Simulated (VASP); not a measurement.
# W (a cell with a defect) in VASP: a series of runs, part 2 of 2

VASP 6.6.1. Earlier steps stand in the parts before.

**4. Single point, PBEsol**

Input file INCAR:

```
  PREC = Accurate
  ENCUT = 520
  EDIFF = 1E-6
  ISMEAR = 0
  SIGMA = 0.15
  LREAL = Auto
  LASPH = T
  NELM = 100
  ALGO = Normal
  ISIF = 2
  LWAVE = F
  LCHARG = F
  GGA = PS
  NBANDS = 118
```

Input file KPOINTS:

```
regular mesh
0
Gamma
  3 3 3
```

Input file POSCAR:

```
W
1.0
    6.3200000000      0.0000000000      0.0000000000
    0.0000000000      6.3200000000      0.0000000000
    0.0000000000      0.0000000000      6.3200000000
W
15
Direct
    0.4980867089      0.0019132911      0.0019132911
    0.0019132911      0.4980867089      0.0019132911
    0.0019132911      0.0019132911      0.4980867089
    0.0019132911      0.0019132911      0.0019132911
    0.4980867089      0.4980867089      0.0019132911
    0.4980867089      0.0019132911      0.4980867089
    0.7500000000      0.2500000000      0.2500000000
    0.0019132911      0.4980867089      0.4980867089
    0.2500000000      0.7500000000      0.2500000000
    0.2500000000      0.2500000000      0.7500000000
    0.4980867089      0.4980867089      0.4980867089
    0.7500000000      0.7500000000      0.2500000000
    0.7500000000      0.2500000000      0.7500000000
    0.2500000000      0.7500000000      0.7500000000
    0.7500000000      0.7500000000      0.7500000000
```

Potentials or basis: VASP PAW PBE potentials, release 64 (W_sv).

Run with:

```sh
$ cat potpaw_PBE.64/W_sv/POTCAR > POTCAR
$ mpirun -np 1 vasp_std > vasp.out
```

OUTCAR:

```text
PREC = Accurate
   ENCUT = 520
   EDIFF = 1E-6
   ISMEAR = 0
   LREAL = Auto
   LASPH = T
   NELM = 100
   ISIF = 2
   GGA = PS

 ion  position               nearest neighbor table
   1  0.498  0.002  0.002-   7 2.73   9 2.73  10 2.73  12 2.74  13 2.74  14 2.74  15 2.76   5 3.14
                             6 3.14   4 3.14   4 3.18   6 3.18   5 3.18
   2  0.002  0.498  0.002-   7 2.73   9 2.73  10 2.73  12 2.74  13 2.74  14 2.74  15 2.76   5 3.14
                             4 3.14   8 3.14   4 3.18   8 3.18   5 3.18
   3  0.002  0.002  0.498-   7 2.73   9 2.73  10 2.73  12 2.74  13 2.74  14 2.74  15 2.76   6 3.14
                             4 3.14   8 3.14   4 3.18   8 3.18   6 3.18
   4  0.002  0.002  0.002-   7 2.73   9 2.73  10 2.73  12 2.74  13 2.74  14 2.74  15 2.76   2 3.14
                             3 3.14   1 3.14   3 3.18   2 3.18   1 3.18
   5  0.498  0.498  0.002-   7 2.73   9 2.73  10 2.73  12 2.74  13 2.74  14 2.74  15 2.76   1 3.14
                            11 3.14   2 3.14   2 3.18   1 3.18  11 3.18
   6  0.498  0.002  0.498-   7 2.73   9 2.73  10 2.73  12 2.74  13 2.74  14 2.74  15 2.76   1 3.14
                            11 3.14   3 3.14   3 3.18   1 3.18  11 3.18
   7  0.750  0.250  0.250-   1 2.73   2 2.73   3 2.73   4 2.73   5 2.73   6 2.73   8 2.73  11 2.73
                            12 3.16  13 3.16  13 3.16  12 3.16
   8  0.002  0.498  0.498-   7 2.73   9 2.73  10 2.73  12 2.74  13 2.74  14 2.74  15 2.76   2 3.14
                            11 3.14   3 3.14   3 3.18   2 3.18  11 3.18
   9  0.250  0.750  0.250-   1 2.73   2 2.73   3 2.73   4 2.73   5 2.73   6 2.73   8 2.73  11 2.73
                            12 3.16  14 3.16  14 3.16  12 3.16
  10  0.250  0.250  0.750-   1 2.73   2 2.73   3 2.73   4 2.73   5 2.73   6 2.73   8 2.73  11 2.73
                            13 3.16  14 3.16  14 3.16  13 3.16
  11  0.498  0.498  0.498-   7 2.73   9 2.73  10 2.73  12 2.74  13 2.74  14 2.74  15 2.76   6 3.14
                             5 3.14   8 3.14   6 3.18   5 3.18   8 3.18
  12  0.750  0.750  0.250-   1 2.74   2 2.74   3 2.74   4 2.74   5 2.74   6 2.74   8 2.74  11 2.74
                             9 3.16   7 3.16  15 3.16  15 3.16   7 3.16   9 3.16
  13  0.750  0.250  0.750-   1 2.74   2 2.74   3 2.74   4 2.74   5 2.74   6 2.74   8 2.74  11 2.74
                            10 3.16   7 3.16  15 3.16   7 3.16  15 3.16  10 3.16
  14  0.250  0.750  0.750-   1 2.74   2 2.74   3 2.74   4 2.74   5 2.74   6 2.74   8 2.74  11 2.74
[... 193 lines left out ...]
  energy without entropy =     -203.14363102  energy(sigma->0) =     -203.22229727

 E-fermi :  10.0650     XC(G=0): -13.3423

 val. band max:       10.0582687585   @ k =   0.3333   0.3333   0.0000
 cond. band min:      10.0742935293   @ k =   0.3333   0.0000   0.0000
 fundamental gap:      0.0160247708
 Fermi energy:        10.0649529388

 k-point     1 :       0.0000    0.0000    0.0000
  band No.  band energies     occupation
      1     -63.7798      2.00000
      2     -63.7030      2.00000
      3     -63.7030      2.00000
      4     -63.7030      2.00000
      5     -63.6938      2.00000
      6     -63.6938      2.00000
[... 469 lines left out ...]
    116      12.4461      0.00000
    117      12.4593      0.00000
 [bands above 117 left out]

------------------------ aborting loop because EDIFF is reached ----------------------------------------

  FORCE on cell =-STRESS in cart. coord.  units (eV):
  Direction    XX          YY          ZZ          XY          YZ          ZX
  --------------------------------------------------------------------------------------
  -------------------------------------------------------------------------------------
  Total      -12.4665402    -12.4665402    -12.4665402     -0.0000000      0.0000000      0.0000000
  in kB      -79.1234637    -79.1234637    -79.1234637     -0.0000000      0.0000000      0.0000000
  external PRESSURE =     -79.1234637 kB  Pullay stress =       0.0000000 kB

 VOLUME and BASIS-vectors are now :
 -----------------------------------------------------------------------------
  energy-cutoff  :      520.00
  volume of cell :      252.44
      direct lattice vectors                 reciprocal lattice vectors
     6.320000000  0.000000000  0.000000000     0.158227848  0.000000000  0.000000000
     0.000000000  6.320000000  0.000000000     0.000000000  0.158227848  0.000000000
     0.000000000  0.000000000  6.320000000     0.000000000  0.000000000  0.158227848

 POSITION                                       TOTAL-FORCE (eV/Angst)
 -----------------------------------------------------------------------------------
      3.14791      0.01209      0.01209        -0.007876      0.007876      0.007876
      0.01209      3.14791      0.01209         0.007876     -0.007876      0.007876
      0.01209      0.01209      3.14791         0.007876      0.007876     -0.007876
      0.01209      0.01209      0.01209         0.007876      0.007876      0.007876
      3.14791      3.14791      0.01209        -0.007876     -0.007876      0.007876
      3.14791      0.01209      3.14791        -0.007876      0.007876     -0.007876
      4.74000      1.58000      1.58000         0.000000     -0.000000      0.000000
      0.01209      3.14791      3.14791         0.007876     -0.007876     -0.007876
      1.58000      4.74000      1.58000        -0.000000     -0.000000      0.000000
      1.58000      1.58000      4.74000        -0.000000     -0.000000      0.000000
      3.14791      3.14791      3.14791        -0.007876     -0.007876     -0.007876
      4.74000      4.74000      1.58000         0.000000     -0.000000      0.000000
      4.74000      1.58000      4.74000        -0.000000     -0.000000      0.000000
      1.58000      4.74000      4.74000        -0.000000     -0.000000      0.000000
      4.74000      4.74000      4.74000         0.000000     -0.000000      0.000000
 -----------------------------------------------------------------------------------
    total drift:                                0.000000      0.000000      0.000000

  FREE ENERGIE OF THE ION-ELECTRON SYSTEM (eV)
  ---------------------------------------------------
  free  energy   TOTEN  =      -203.3009635149 eV

  energy  without entropy=     -203.1436310249  energy(sigma->0) =     -203.22229727
```

OSZICAR:

```text
N       E                     dE             d eps       ncg     rms          rms(c)
DAV:   1     0.320907288236E+04    0.32091E+04   -0.12000E+05   952   0.210E+03
DAV:   2     0.560203909886E+02   -0.31531E+04   -0.31036E+04   944   0.708E+02
DAV:   3    -0.197442716169E+03   -0.25346E+03   -0.23870E+03  1080   0.172E+02
DAV:   4    -0.212908075105E+03   -0.15465E+02   -0.14741E+02  1112   0.343E+01
DAV:   5    -0.213627944691E+03   -0.71987E+00   -0.71015E+00  1160   0.658E+00    0.795E+01
DAV:   6    -0.205459903008E+03    0.81680E+01   -0.14478E+01  1072   0.171E+01    0.314E+01
DAV:   7    -0.203778333762E+03    0.16816E+01   -0.10678E+01  1104   0.151E+01    0.551E+00
DAV:   8    -0.203346454532E+03    0.43188E+00   -0.27831E+00  1144   0.791E+00    0.165E+00
DAV:   9    -0.203305851095E+03    0.40603E-01   -0.20263E-01  1138   0.220E+00    0.709E-01
DAV:  10    -0.203301145903E+03    0.47052E-02   -0.29455E-02  1192   0.104E+00    0.313E-01
DAV:  11    -0.203300978590E+03    0.16731E-03   -0.41583E-03  1184   0.366E-01    0.146E-01
DAV:  12    -0.203300986295E+03   -0.77049E-05   -0.56831E-04  1184   0.117E-01    0.426E-02
DAV:  13    -0.203300969479E+03    0.16817E-04   -0.15495E-04  1200   0.695E-02    0.200E-02
DAV:  14    -0.203300965750E+03    0.37287E-05   -0.15632E-05  1192   0.194E-02    0.113E-02
DAV:  15    -0.203300963849E+03    0.19009E-05   -0.17286E-06   616   0.802E-03    0.182E-03
DAV:  16    -0.203300963515E+03    0.33432E-06   -0.49486E-07   568   0.302E-03
   1 F= -.20330096E+03 E0= -.20322230E+03  d E =-.157332E+00
```

It took 6.2 min on 1 thread of Intel Xeon 8259CL, shared host; peak memory 0.36 GiB.

Results:

```yaml
Free_energy: -203.3010 eV
Pressure: -7.9 GPa
Largest_force: 0.014 eV/Å
Band_gap_on_the_k_mesh: zero (bands 105 and 106 overlap by 0.02 eV)
```

Forces on the atoms (eV/Å):
```
W   -0.008  0.008  0.008
W    0.008 -0.008  0.008
W    0.008  0.008 -0.008
W    0.008  0.008  0.008
W   -0.008 -0.008  0.008
W   -0.008  0.008 -0.008
W    0.000  0.000  0.000
W    0.008 -0.008 -0.008
W    0.000  0.000  0.000
W    0.000  0.000  0.000
W   -0.008 -0.008 -0.008
W    0.000  0.000  0.000
W    0.000  0.000  0.000
W    0.000  0.000  0.000
W    0.000  0.000  0.000
```

Levels at points of the mesh, in eV from the Fermi level:
```tsv
k point	band 102	band 103	band 104	band 105	band 106	band 107	band 108	band 109
(0.00, 0.00, 0.00)	-0.14	-0.05	-0.05	-0.05	1.06	1.06	1.06	1.14
```

Caveat: the PAW data sets were made with another functional, which shifts forces and pressure a little; spin-orbit coupling is left out, which moves the levels of the heavy elements.
